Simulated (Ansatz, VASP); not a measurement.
## One calculation of V, two programs

File INCAR:

```
SYSTEM = V
PREC = Accurate
ENCUT = 520
EDIFF = 1E-6
ISMEAR = -1
SIGMA = 0.1
LREAL = .FALSE.
LASPH = .TRUE.
NELM = 100
ALGO = Normal
ISIF = 2
LWAVE = .FALSE.
LCHARG = .FALSE.
GGA = RP
NBANDS = 20
```

Contents of KPOINTS:

```
Automatic mesh
0
G
  16 16 14
  0 0 0
```

Contents of POSCAR:

```
V
1.0
   -3.2222771724      3.2216112731      1.2603046713
    3.2216112731     -3.2222771724      1.2603046713
    1.7916857706      1.7916857706     -1.2615242671
V
2
Direct
    0.0000083952      0.9999916048      0.0000000000
    0.7499916048      0.2500083952      0.5000000000
```

Input for Ansatz:

```yaml
crystal:
  lattice:
    - [-3.2222771724, 3.2216112731, 1.2603046713]
    - [3.2216112731, -3.2222771724, 1.2603046713]
    - [1.7916857706, 1.7916857706, -1.2615242671]
  atoms:
    - { symbol: V, position: [8.3952e-06, 0.9999916048, 0.0] }
    - { symbol: V, position: [0.7499916048, 0.2500083952, 0.5] }
hamiltonian:
  xc: rpbe
  pseudopotentials:
    kind: paw
    azcp:
      V: "pseudopotentials/V.paw.azcp"
basis:
  ecutwfc: 420
  fft_grid_basis: typed
kpoints:
  mp_grid: { grid: [16, 16, 14], shift: [0, 0, 0] }
magnetization:
  spin_polarized: false
scf:
  occupations: { method: fermi_dirac, width: 0.1 }
  lower_state_search: "off"
output:
  stress: true
```

Alike in both runs: task single point; functional RPBE; k mesh 16 × 16 × 14; occupations fermi-dirac, width 0.1 eV; no spin polarisation.

```csv
,VASP,Ansatz
version,VASP 6.6.1,Ansatz 0.2.0
potentials or method,"VASP PAW PBE potentials, release 64 (V_sv), cutoff 520 eV","plane waves (420 eV) with PAW, scalar-relativistic"
valence electrons in the cell,26,26
```

```tsv
	VASP	Ansatz	Ansatz less VASP
pressure (GPa)	-5.8	-6.0	-0.24
traceless stress, the component that is largest in VASP (GPa)	-0.21	-0.22	-0.004
```

VASP's potentials were made for PBE, not for RPBE.
